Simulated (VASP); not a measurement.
# CoO (Fm-3m) in VASP: further runs

CoO is run at these levels: PBE+U; tasks: single point.

Program: VASP 6.6.1. These are calculated values, not measurements. Logs are shortened: lines on timing, memory, paths and dates and some standing lists are left out, and cuts for length are marked.

### 1 The cell of the first run

It takes space group Fm-3m (No. 225, cubic). Conventional cell: a = 4.271 Å, b = 4.271 Å, c = 4.271 Å, α = 90.00°, β = 90.00°, γ = 90.00°. Within 2.8 Å of Co (site symmetry m-3m) lie 6 O at 2.14 Å. Within 2.8 Å of O (site symmetry m-3m) lie 6 Co at 2.14 Å.

### 2 Single point, PBE+U, collinear spin, ferromagnetic start

The input, INCAR:

```
  PREC = Accurate
  ENCUT = 520
  EDIFF = 1E-6
  ISMEAR = 0
  SIGMA = 0.15
  LREAL = False
  LASPH = True
  NELM = 150
  ALGO = Normal
  ISIF = 2
  LWAVE = False
  LCHARG = True
  ISPIN = 2
  MAGMOM = 2.79 0.28
  LORBIT = 11
  LMAXMIX = 4
  LDAU = True
  LDAUTYPE = 2
  LDAUL = 2 -1
  LDAUU = 3.32 0
  LDAUJ = 0 0
  LDAUPRINT = 1
  GGA = PE
  LELF = True
  LVHAR = True
  NBANDS = 18
```

The input, KPOINTS:

```
regular mesh
0
Gamma
  18 18 18
```

The input, POSCAR:

```
CoO
1.0
    0.0000000000      2.1356054008      2.1356054008
    2.1356054008      0.0000000000      2.1356054008
    2.1356054008      2.1356054008      0.0000000000
Co O
1 1
Direct
    0.0000000000      0.0000000000      0.0000000000
    0.5000000000      0.5000000000      0.5000000000
```

Potentials or basis: VASP PAW PBE potentials, release 64 (Co, O).

Command:

```
$ cat potpaw_PBE.64/Co/POTCAR potpaw_PBE.64/O/POTCAR > POTCAR
$ mpirun -np 1 vasp_std > vasp.out
```

OUTCAR:

```text
PREC = Accurate
   ENCUT = 520
   EDIFF = 1E-6
   ISMEAR = 0
   LREAL = False
   LASPH = True
   NELM = 150
   ISIF = 2
   ISPIN = 2
   LORBIT = 11
   GGA = PE

 ion  position               nearest neighbor table
   1  0.000  0.000  0.000-   2 2.14   2 2.14   2 2.14   2 2.14   2 2.14   2 2.14
   2  0.500  0.500  0.500-   1 2.14   1 2.14   1 2.14   1 2.14   1 2.14   1 2.14

  LATTYP: Found a face centered cubic cell.
 ALAT       =     4.2712108016

  Lattice vectors:

 A1 = (   0.0000000000,   2.1356054008,   2.1356054008)
 A2 = (   2.1356054008,   0.0000000000,   2.1356054008)
 A3 = (   2.1356054008,   2.1356054008,   0.0000000000)

Analysis of symmetry for initial positions (statically):
=====================================================================
 Subroutine PRICEL returns:
 Original cell was already a primitive cell.

 Routine SETGRP: Setting up the symmetry group for a
 face centered cubic supercell.

 Subroutine GETGRP returns: Found 48 space group operations
 (whereof 48 operations were pure point group operations)
 out of a pool of 48 trial point group operations.

The static configuration has the point symmetry O_h .

Analysis of symmetry for dynamics (positions and initial velocities):
=====================================================================
 Subroutine PRICEL returns:
 Original cell was already a primitive cell.

 Routine SETGRP: Setting up the symmetry group for a
 face centered cubic supercell.

 Subroutine GETGRP returns: Found 48 space group operations
 (whereof 48 operations were pure point group operations)
 out of a pool of 48 trial point group operations.

The dynamic configuration has the point symmetry O_h .

Analysis of structural, dynamic, and magnetic symmetry:
=====================================================================
 Subroutine PRICEL returns:
 Original cell was already a primitive cell.

 Routine SETGRP: Setting up the symmetry group for a
 face centered cubic supercell.

 Subroutine GETGRP returns: Found 48 space group operations
 (whereof 48 operations were pure point group operations)
 out of a pool of 48 trial point group operations.

The overall configuration has the point symmetry O_h .

 Subroutine INISYM returns: Found 48 space group operations
 (whereof 48 operations are pure point group operations),
 and found     1 'primitive' translations

----------------------------------------------------------------------------------------

                                     Primitive cell

  volume of cell :      19.4802

  direct lattice vectors                    reciprocal lattice vectors
     0.000000000  2.135605401  2.135605401    -0.234125649  0.234125649  0.234125649
     2.135605401  0.000000000  2.135605401     0.234125649 -0.234125649  0.234125649
     2.135605401  2.135605401  0.000000000     0.234125649  0.234125649 -0.234125649

  length of vectors
     3.020202122  3.020202122  3.020202122     0.405517519  0.405517519  0.405517519

  position of ions in fractional coordinates (direct lattice)
     0.000000000  0.000000000  0.000000000
     0.500000000  0.500000000  0.500000000

  ion indices of the primitive-cell ions
   primitive index   ion index
                 1           1
                 2           2

----------------------------------------------------------------------------------------

 KPOINTS: regular mesh

Automatic generation of k-mesh.
 Grid dimensions read from file:
 generate k-points for:   18   18   18

 Generating k-lattice:

  Cartesian coordinates                     Fractional coordinates (reciprocal lattice)
    -0.013006980  0.013006980  0.013006980     0.055555556  0.000000000  0.000000000
     0.013006980 -0.013006980  0.013006980     0.000000000  0.055555556  0.000000000
     0.013006980  0.013006980 -0.013006980     0.000000000  0.000000000  0.055555556

  Length of vectors
     0.022528751  0.022528751  0.022528751

  Shift w.r.t. Gamma in fractional coordinates (k-lattice)
     0.000000000  0.000000000  0.000000000

 Subroutine IBZKPT returns following result:
 ===========================================

 Found    195 irreducible k-points:

 Following reciprocal coordinates:
            Coordinates               Weight
  0.000000  0.000000  0.000000      1.000000
  0.055556  0.000000  0.000000      8.000000
  0.111111  0.000000  0.000000      8.000000
  0.166667  0.000000  0.000000      8.000000
  0.222222  0.000000  0.000000      8.000000
  0.277778  0.000000  0.000000      8.000000
[... 16 lines left out ...]
 -0.277778  0.055556  0.000000     24.000000
 -0.222222  0.055556  0.000000     24.000000
 [... further k-points ...]
   k-points           NKPTS =    195   k-points in BZ     NKDIM =    195   number of bands    NBANDS=     18
   number of dos      NEDOS =    301   number of ions     NIONS =      2
   total plane-waves  NPLWV =  13824
   dimension x,y,z NGX =    24 NGY =   24 NGZ =   24
   dimension x,y,z NGXF=    48 NGYF=   48 NGZF=   48
   ions per type =               1   1
   NGX,Y,Z   is equivalent  to a cutoff of  13.21, 13.21, 13.21 a.u.
   NGXF,Y,Z  is equivalent  to a cutoff of  26.42, 26.42, 26.42 a.u.
 SYSTEM =  unknown system
   PREC   = accura    normal or accurate (medium, high low for compatibility)
   ISTART =      0    job   : 0-new  1-cont  2-samecut
   ICHARG =      2    charge: 1-file 2-atom 10-const
   ISPIN  =      2    spin polarized calculation?
   LNONCOLLINEAR =      F non collinear calculations
   LSORBIT =      F    spin-orbit coupling
   LASPH  =      T    aspherical Exc in radial PAW
   ENCUT  =  520.0 eV  38.22 Ry    6.18 a.u.   5.62  5.62  5.62*2*pi/ulx,y,z
   NELM   =    150;   NELMIN=  2; NELMDL= -5     # of ELM steps
   EDIFF  = 0.1E-05   stopping-criterion for ELM
   LREAL  =      F    real-space projection
   EDIFFG = 0.1E-04   stopping-criterion for IOM
   NSW    =      0    number of steps for IOM
   IBRION =     -1    ionic relax: 0-MD 1-quasi-New 2-CG
   NFREE  =      0    steps in history (QN), initial steepest desc. (CG)
   ISIF   =      2    stress and relaxation
   ISYM   =      2    0-nonsym 1-usesym 2-fastsym
   POTIM  = 0.5000    time-step for ionic-motion
   TEBEG  =    0.0;   TEEND  =   0.0 temperature during run
   PSTRESS=    0.0 pullay stress
   NELECT =      15.0000    total number of electrons
   NUPDOWN=      -1.0000    fix difference up-down
   EMIN   =  10.00;   EMAX   =-10.00  energy-range for DOS
   EFERMI =   0.00;   METHOD = LEGACY
   ISMEAR =     0;   SIGMA  =   0.15  broadening in eV -4-tet -1-fermi 0-gaus
   EFERMI_NEDOS =   21; number of points for ismear=-14 and -15
   IALGO  =     38    algorithm
   IMIX   =      4    mixing-type and parameters
     AMIX     =   0.40;   BMIX     =  1.00
     AMIX_MAG =   1.60;   BMIX_MAG =  1.00
  volume/ion in A,a.u.               =       9.74        65.73
  Fermi-wavevector in a.u.,A,eV,Ry     =   1.500517  2.835566 30.634213  2.251551
  Thomas-Fermi vector in A             =   2.612007
   LORBIT       =     11    0 simple, 1 ext, 2 COOP (PROOUT), +10 PAW based schemes
 LDA+U is selected, type is set to LDAUTYPE =  2
   angular momentum for each species LDAUL =     2   -1
   U (eV)           for each species LDAUU =   3.3  0.0
   J (eV)           for each species LDAUJ =   0.0  0.0
   GGA     = PE    functional components
   LHFCALC =     F    Hartree Fock is set to
   AEXX    =    0.0000 exact exchange contribution
   IVDW    =     0    specifies the selected vdW correction
   LEPSILON=     F    determine dielectric tensor
   LRPA    =     F    only Hartree local field effects (RPA)
 spin polarized calculation
 Gauss-broadening in eV      SIGMA  =   0.15
  energy-cutoff  :      520.00
  volume of cell :       19.48
 maximum number of plane-waves:       544
   NGX = 11   NGY = 11   NGZ = 11

atom =   1  type =  1  l = 2

 onsite density matrix

spin component  1

  0.9678 -0.0000 -0.0000 -0.0000  0.0000
 -0.0000  0.9678 -0.0000  0.0000  0.0000
 -0.0000 -0.0000  1.0108  0.0000 -0.0000
 -0.0000  0.0000  0.0000  0.9678  0.0000
  0.0000  0.0000 -0.0000  0.0000  1.0108

spin component  2

  0.6550 -0.0000  0.0000  0.0000  0.0000
 -0.0000  0.6550 -0.0000 -0.0000 -0.0000
  0.0000 -0.0000  0.1342  0.0000  0.0000
  0.0000 -0.0000  0.0000  0.6550 -0.0000
  0.0000 -0.0000  0.0000 -0.0000  0.1342

 occupancies and eigenvectors

  o =  0.1342  v =  0.0000  0.0000  0.0000  0.0000  0.0000  0.0000 -0.0000 -0.0135 -0.0000  0.9999      0.0000  0.0000  0.0000  0.0000  0.0000  0.0000  0.0000  0.0000  0.0000  0.0000
  o =  0.1342  v =  0.0000  0.0000  0.0000  0.0000  0.0000  0.0000  0.0000  0.9999  0.0000  0.0135      0.0000  0.0000  0.0000  0.0000  0.0000  0.0000  0.0000  0.0000  0.0000  0.0000
  o =  0.6550  v =  0.0000  0.0000  0.0000  0.0000  0.0000  1.0000  0.0000  0.0000  0.0000  0.0000      0.0000  0.0000  0.0000  0.0000  0.0000  0.0000  0.0000  0.0000  0.0000  0.0000
  o =  0.6550  v =  0.0000  0.0000  0.0000  0.0000  0.0000  0.0000 -0.0867 -0.0000  0.9962  0.0000      0.0000  0.0000  0.0000  0.0000  0.0000  0.0000  0.0000  0.0000  0.0000  0.0000
  o =  0.6550  v =  0.0000  0.0000  0.0000  0.0000  0.0000  0.0000  0.9962 -0.0000  0.0867 -0.0000      0.0000  0.0000  0.0000  0.0000  0.0000  0.0000  0.0000  0.0000  0.0000  0.0000
  o =  0.9678  v =  1.0000  0.0000  0.0000  0.0000  0.0000  0.0000  0.0000  0.0000  0.0000  0.0000      0.0000  0.0000  0.0000  0.0000  0.0000  0.0000  0.0000  0.0000  0.0000  0.0000
  o =  0.9678  v =  0.0000  0.7370  0.0000  0.6759 -0.0000  0.0000  0.0000  0.0000  0.0000  0.0000      0.0000  0.0000  0.0000  0.0000  0.0000  0.0000  0.0000  0.0000  0.0000  0.0000
  o =  0.9678  v =  0.0000  0.6759 -0.0000 -0.7370 -0.0000  0.0000  0.0000  0.0000  0.0000  0.0000      0.0000  0.0000  0.0000  0.0000  0.0000  0.0000  0.0000  0.0000  0.0000  0.0000
  o =  1.0108  v =  0.0000 -0.0000  0.9999 -0.0000 -0.0151  0.0000  0.0000  0.0000  0.0000  0.0000      0.0000  0.0000  0.0000  0.0000  0.0000  0.0000  0.0000  0.0000  0.0000  0.0000
  o =  1.0108  v =  0.0000  0.0000  0.0151  0.0000  0.9999  0.0000  0.0000  0.0000  0.0000  0.0000      0.0000  0.0000  0.0000  0.0000  0.0000  0.0000  0.0000  0.0000  0.0000  0.0000

 number of electron      15.0000008 magnetization       2.9966750

 Free energy of the ion-electron system (eV)
  ---------------------------------------------------
  ext. energy  EPLUGINS =         0.00000000
  ---------------------------------------------------
  free energy    TOTEN  =       -11.31349362 eV

  energy without entropy =      -11.26295542  energy(sigma->0) =      -11.28822452

 E-fermi :   7.2545     XC(G=0): -12.3425

 val. band max:        7.2537746228   @ k =  -0.2778   0.2222   0.0556
 cond. band min:       7.2599798279   @ k =  -0.2778   0.2222   0.0000
 fundamental gap:      0.0062052051
 Fermi energy:         7.2544909821

 spin component 1

 k-point     1 :       0.0000    0.0000    0.0000
  band No.  band energies     occupation
      1     -12.1600      1.00000
      2       2.6681      1.00000
      3       2.6682      1.00000
      4       3.1251      1.00000
      5       3.1251      1.00000
      6       3.1251      1.00000
[... 10 lines left out ...]
     17      29.0701      0.00000
     18      31.1333      0.00000
[... 466 lines left out ...]
      2       1.2849      1.00000
      3       1.4665      1.00000
      4       1.8787      1.00000
      5       3.3693      1.00000
      6       3.3752      1.00000
[... 10 lines left out ...]
     17      34.1333      0.00000
     18      35.7794      0.00000

 [... further k-points ...]

 spin component 2

 k-point     1 :       0.0000    0.0000    0.0000
  band No.  band energies     occupation
      1     -11.7243      1.00000
      2       5.3854      1.00000
      3       5.3854      1.00000
      4       5.3854      1.00000
      5       6.1502      1.00000
      6       6.1502      1.00000
[... 10 lines left out ...]
     17      30.0924      0.00000
     18      34.3339      0.00000
[... 466 lines left out ...]
      2       2.3860      1.00000
      3       4.2235      1.00000
      4       4.3094      1.00000
      5       6.5694      1.00000
      6       6.8191      0.99998
[... 10 lines left out ...]
     17      35.0172      0.00000
     18      37.7619      0.00000

 [... further k-points ...]

------------------------ aborting loop because EDIFF is reached ----------------------------------------

  FORCE on cell =-STRESS in cart. coord.  units (eV):
  Direction    XX          YY          ZZ          XY          YZ          ZX
  --------------------------------------------------------------------------------------
  -------------------------------------------------------------------------------------
  Total       -0.3561557     -0.3561557     -0.3561557     -0.0000000     -0.0000000      0.0000000
  in kB      -29.2925653    -29.2925653    -29.2925653     -0.0000000     -0.0000000      0.0000000
  external PRESSURE =     -29.2925653 kB  Pullay stress =       0.0000000 kB

 VOLUME and BASIS-vectors are now :
 -----------------------------------------------------------------------------
  energy-cutoff  :      520.00
  volume of cell :       19.48
      direct lattice vectors                 reciprocal lattice vectors
     0.000000000  2.135605401  2.135605401    -0.234125649  0.234125649  0.234125649
     2.135605401  0.000000000  2.135605401     0.234125649 -0.234125649  0.234125649
     2.135605401  2.135605401  0.000000000     0.234125649  0.234125649 -0.234125649

 POSITION                                       TOTAL-FORCE (eV/Angst)
 -----------------------------------------------------------------------------------
      0.00000      0.00000      0.00000        -0.000000     -0.000000     -0.000000
      2.13561      2.13561      2.13561         0.000000      0.000000      0.000000
 -----------------------------------------------------------------------------------
    total drift:                                0.000000     -0.000000     -0.000000

  FREE ENERGIE OF THE ION-ELECTRON SYSTEM (eV)
  ---------------------------------------------------
  free  energy   TOTEN  =       -11.3134936195 eV

  energy  without entropy=      -11.2629554247  energy(sigma->0) =      -11.28822452

 total charge

# of ion       s       p       d       tot
------------------------------------------
    1        0.295   0.357   7.134   7.786
    2        1.553   3.443   0.000   4.996
--------------------------------------------------
tot          1.848   3.800   7.134  12.782

 magnetization (x)

# of ion       s       p       d       tot
------------------------------------------
    1        0.021   0.017   2.691   2.729
    2        0.023   0.231   0.000   0.255
--------------------------------------------------
tot          0.044   0.249   2.691   2.984
```

It took 5.3 min on 1 thread of AMD EPYC 7R13, shared host; peak memory 0.2 GiB.

What came out:

* Free energy: -11.3135 eV
* Pressure: -2.9 GPa
* Band gap on the k mesh: zero (filled and empty bands overlap)
* Net moment: 3.00 μB per cell
* Site moments: Co +2.73; O +0.26 μB
* Valence electrons inside the program's atomic spheres: Co 7.79; O 5.00

Levels at points of the mesh, in eV from the Fermi level:
Spin up:
```csv
k point,band 6,band 7,band 8,band 9,band 10,band 11,band 12,band 13
"(0.00, 0.00, 0.00)",-4.13,-2.35,-2.35,-2.35,1.56,17.43,17.70,17.70
"(0.50, 0.00, 0.00)",-3.51,-2.61,-0.15,-0.15,5.64,9.85,13.91,13.91
"(0.50, 0.50, 0.00)",-3.58,-3.58,-3.23,-3.23,6.31,10.44,11.41,16.25
```
Spin down:
| k point | band 3 | band 4 | band 5 | band 6 | band 7 | band 8 | band 9 | band 10 |
| --- | --- | --- | --- | --- | --- | --- | --- | --- |
| (0.00, 0.00, 0.00) | -1.87 | -1.87 | -1.10 | -1.10 | -1.10 | 1.80 | 1.80 | 2.08 |
| (0.50, 0.00, 0.00) | -3.67 | -3.67 | -0.09 | -0.09 | 0.21 | 4.15 | 4.15 | 5.89 |
| (0.50, 0.50, 0.00) | -3.12 | -3.12 | -2.15 | 0.06 | 0.06 | 2.29 | 2.67 | 7.25 |

Eigenvalues of the final occupation matrices:
```tsv
site	spin	trace	eigenvalues
site 1 d	1	4.92	0.97 0.97 0.97 1.01 1.01
site 1 d	2	2.23	0.13 0.13 0.66 0.66 0.66
```

Caveat: a cell with one magnetic atom can't hold antiferromagnetic order, which such compounds often take. The state reached can hang on the start; a lower one may exist.

### 3 Single point, PBE+U, collinear spin, ferromagnetic start

The input, INCAR:

```
SYSTEM = CoO
  PREC = Accurate
  ENCUT = 520
  EDIFF = 1E-6
  ISMEAR = 0
  SIGMA = 0.15
  LREAL = .False.
  LASPH = .True.
  NELM = 150
  ALGO = Normal
  ISIF = 2
  LWAVE = .False.
  LCHARG = .False.
  ISPIN = 2
  MAGMOM = 2.79 0.28
  LORBIT = 11
  LMAXMIX = 4
  LDAU = .True.
  LDAUTYPE = 2
  LDAUL = 2 -1
  LDAUU = 3.32 0
  LDAUJ = 0 0
  LDAUPRINT = 1
  GGA = PE
  NBANDS = 18
```

The input, KPOINTS:

```
regular mesh
0
Gamma
  20 20 20
  0 0 0
```

POSCAR is that of step 2.

Potentials or basis: VASP PAW PBE potentials, release 64 (Co, O).

Command:

```
$ cat potpaw_PBE.64/Co/POTCAR potpaw_PBE.64/O/POTCAR > POTCAR
$ mpirun -np 1 vasp_std > vasp.out
```

It took 7.4 min on 1 thread of AMD EPYC 7R13, shared host; peak memory 0.23 GiB.

The run converged. Its results:

| Item | Value |
| --- | --- |
| Free energy | -11.3135 eV |
| Pressure | -2.9 GPa |
| Band gap on the k mesh | zero (filled and empty bands overlap) |
| Net moment | 3.00 μB per cell |
| Site moments | Co +2.73; O +0.26 μB |
| Valence electrons inside the program's atomic spheres | Co 7.79; O 5.00 |

Levels at points of the mesh, in eV from the Fermi level:
Spin up:
| k point | band 6 | band 7 | band 8 | band 9 | band 10 | band 11 | band 12 | band 13 |
| --- | --- | --- | --- | --- | --- | --- | --- | --- |
| (0.00, 0.00, 0.00) | -4.13 | -2.35 | -2.35 | -2.35 | 1.56 | 17.43 | 17.70 | 17.70 |
| (0.50, 0.00, 0.00) | -3.51 | -2.61 | -0.15 | -0.15 | 5.64 | 9.85 | 13.91 | 13.91 |
| (0.50, 0.50, 0.00) | -3.58 | -3.58 | -3.23 | -3.23 | 6.31 | 10.44 | 11.41 | 16.25 |
Spin down:
```csv
k point,band 2,band 3,band 4,band 5,band 6,band 7,band 8,band 9,band 10,band 11
"(0.00, 0.00, 0.00)",-1.87,-1.87,-1.87,-1.10,-1.10,-1.10,1.80,1.80,2.08,17.28
"(0.50, 0.00, 0.00)",-6.96,-3.67,-3.67,-0.09,-0.09,0.21,4.15,4.15,5.89,10.63
"(0.50, 0.50, 0.00)",-5.70,-3.12,-3.12,-2.15,0.06,0.06,2.29,2.67,7.25,10.84
```

Eigenvalues of the final occupation matrices:
```csv
site,spin,trace,eigenvalues
site 1 d,1,4.92,0.97 0.97 0.97 1.01 1.01
site 1 d,2,2.23,0.13 0.13 0.66 0.66 0.66
```

Caveat: a cell with one magnetic atom can't hold antiferromagnetic order, which such compounds often take. The state reached can hang on the start; a lower one may exist.
